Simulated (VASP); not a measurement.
Here is a VASP 6.6.1 calculation.

Contents of POSCAR:

```
HfC
1.0
    0.0000000000      2.3250000000      2.3250000000
    2.3250000000      0.0000000000      2.3250000000
    2.3250000000      2.3250000000      0.0000000000
Hf C
1 1
Direct
    0.5000000000      0.5000000000      0.5000000000
    0.0000000000      0.0000000000      0.0000000000
```

The input INCAR.step1:

```
SYSTEM = HfC
PREC = Accurate
ENCUT = 520
EDIFF = 1E-5
ISMEAR = -1
SIGMA = 0.05
LREAL = .False.
LASPH = .True.
NELM = 80
ALGO = Normal
ISIF = 2
LWAVE = .True.
NBANDS = 14
GGA = PE
```

INCAR.step2

```
SYSTEM = HfC
PREC = Accurate
ENCUT = 520
EDIFF = 1E-6
ISMEAR = -1
SIGMA = 0.05
LREAL = .False.
LASPH = .True.
NELM = 80
ALGO = Normal
ISIF = 2
LWAVE = .False.
LCHARG = .True.
GGA = PE
LHFCALC = .True.
AEXX = 0.1
PRECFOCK = Normal
LELF = .True.
LVHAR = .True.
NBANDS = 14
ISTART = 1
```

The input KPOINTS:

```
Automatic mesh
0
Gamma
  6 6 6
  0 0 0
```

Potentials or basis: VASP PAW PBE potentials, release 64 (Hf_pv, C).

Command:

```sh
$ cat potpaw_PBE.64/Hf_pv/POTCAR potpaw_PBE.64/C/POTCAR > POTCAR
$ cp INCAR.step1 INCAR
$ mpirun -np 1 vasp_std > vasp.out
$ cp INCAR.step2 INCAR
$ mpirun -np 1 vasp_std > vasp.out
```

**Question.** Predict the pressure.

**Answer.** -2.2 GPa.

**Question.** What does it give for the band gap on the k mesh?

**Answer.** Zero (band 7 reaches 6.99 eV, above the bottom of band 8 at 5.32 eV).

Caveat: the k points lie up to 0.39 Å⁻¹ apart; the PAW data sets were made with another functional, which shifts forces and pressure a little; spin-orbit coupling is left out, which moves the levels of the heavy elements.
